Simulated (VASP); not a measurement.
Write the native input for VASP 6.6.1 that does the following.

```
Task                   : single point
Functional             : PBEsol
Dispersion             : D4
Potentials or basis    : VASP PAW PBE potentials, release 64 (Hf_pv, O)
Cutoff                 : 520 eV
k mesh                 : 5 × 5 × 5
Occupations            : fermi-dirac, width 0.05 eV
Spin                   : no spin polarisation
Dipole correction      : no
Further INCAR settings : ALGO = Normal; EDIFF = 1e-06; NBANDS = 56
```

The structure of HfO2 lies in POSCAR:

```
HfO2
1.0
    5.1853498288      0.0000000000      0.0000000000
    0.0000000000      5.2539407204      0.0000000000
   -0.8699625537      0.0000000000      5.2824785238
Hf O
4 8
Direct
    0.2755000000      0.4603000000      0.7080000000
    0.7245000000      0.9603000000      0.7920000000
    0.7245000000      0.5397000000      0.2920000000
    0.2755000000      0.0397000000      0.2080000000
    0.0742000000      0.1684000000      0.8467000000
    0.9258000000      0.6684000000      0.6533000000
    0.9258000000      0.8316000000      0.1533000000
    0.0742000000      0.3316000000      0.3467000000
    0.4487000000      0.7419000000      0.9801000000
    0.5513000000      0.2419000000      0.5199000000
    0.5513000000      0.2581000000      0.0199000000
    0.4487000000      0.7581000000      0.4801000000
```

The input as run:

INCAR

```
  PREC = Accurate
  ENCUT = 520
  EDIFF = 1E-6
  ISMEAR = -1
  SIGMA = 0.05
  LREAL = F
  LASPH = T
  NELM = 60
  ALGO = Normal
  ISIF = 2
  LWAVE = F
  LCHARG = F
  GGA = PS
  IVDW = 13
  NBANDS = 56
```

KPOINTS

```
Automatic mesh
0
Gamma
  5 5 5
```

Potentials or basis: VASP PAW PBE potentials, release 64 (Hf_pv, O).

Launch:

```sh
$ cat potpaw_PBE.64/Hf_pv/POTCAR potpaw_PBE.64/O/POTCAR > POTCAR
$ mpirun -np 1 vasp_std > vasp.out
```

It gave:

* Pressure: -14.7 GPa
* Largest force: 0.357 eV/Å
* Band gap on the k mesh: 3.93 eV, indirect (least direct gap 4.00 eV)
* Dispersion energy per atom: -0.101 eV

Caveat: the PAW data sets were made with another functional, which shifts forces and pressure a little; spin-orbit coupling is left out, which moves the levels of the heavy elements.

Wall time 13 min on 1 thread of Oxide Virtual Turin-like Processor, with other jobs on the host, peak memory 0.34 GiB.
